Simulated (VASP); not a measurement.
Here is a VASP 6.6.1 calculation.

Contents of INCAR:

```
SYSTEM = Li
  PREC = Accurate
  ENCUT = 520
  EDIFF = 1E-6
  ISMEAR = -1
  SIGMA = 0.1
  LREAL = .FALSE.
  LASPH = .TRUE.
  NELM = 100
  ALGO = Normal
  ISIF = 2
  LWAVE = .FALSE.
  LCHARG = .TRUE.
  GGA = PS
  LELF = .TRUE.
  LVHAR = .TRUE.
  NBANDS = 8
```

The input KPOINTS:

```
Automatic mesh
0
G
  13 13 13
  0 0 0
```

POSCAR

```
Li
1.0
    2.6155329916      0.0000000000      0.0000000000
    0.0000000000      2.6155329916      0.0000000000
    0.0000000000      0.0000000000      2.6155329916
Li
1
Direct
    0.0000000000      0.0000000000      0.0000000000
```

Potentials or basis: VASP PAW PBE potentials, release 64 (Li_sv).

Command:

```bash
$ cat potpaw_PBE.64/Li_sv/POTCAR > POTCAR
$ mpirun -np 1 vasp_std > vasp.out
```

**Question.** What does it give for the band gap on the k mesh?

**Answer.** Zero (an odd number of electrons rules out a gap without spin polarisation).
